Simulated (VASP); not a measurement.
Here is a VASP 6.6.1 calculation.

Contents of INCAR:

```
SYSTEM = Mg
ALGO = Normal
EDIFF = 1E-6
EDIFFG = -0.01
ENCUT = 600
IBRION = 2
ISIF = 8
ISMEAR = -1
LASPH = .True.
LCHARG = .False.
LREAL = .False.
LWAVE = .False.
NELM = 60
NSW = 80
PREC = Accurate
SIGMA = 0.1
```

File KPOINTS:

```
k-points
0
Gamma
  16 16 9
  0 0 0
```

File POSCAR:

```
Mg
1.0
    3.2093000000      0.0000000000      0.0000000000
   -1.6046500000      2.7793350000      0.0000000000
    0.0000000000      0.0000000000      5.2103000000
Mg
2
Direct
    0.3333333333      0.6666666667      0.2500000000
    0.6666666667      0.3333333333      0.7500000000
```

Potentials or basis: VASP PAW LDA potentials, release 64 (Mg).

Launch:

```console
$ cat potpaw_LDA.64/Mg/POTCAR > POTCAR
$ mpirun -np 1 vasp_std > vasp.out
```

Question: What does it give for the space group after relaxing (to 0.05 Å)?

Answer: P6_3/mmc (No. 194).

Question: What does it give for the relaxed volume?

Answer: 21.48 Å³/atom.

Question: What does it give for the band gap on the k mesh?

Answer: Zero (band 2 reaches 3.84 eV, above the bottom of band 3 at 1.55 eV).

Step by step:
```
step  energy change (eV)  largest force (eV/Å)  pressure (GPa)  volume (Å³)
   1              0.0000                0.0000           -2.75        46.47
   2             -0.0301                0.0000           -0.83        43.85
   3             -0.0325                0.0000           -0.03        42.96
```

LDA usually gives volumes a few per cent too small. Zero-point motion and thermal expansion aren't in these numbers.
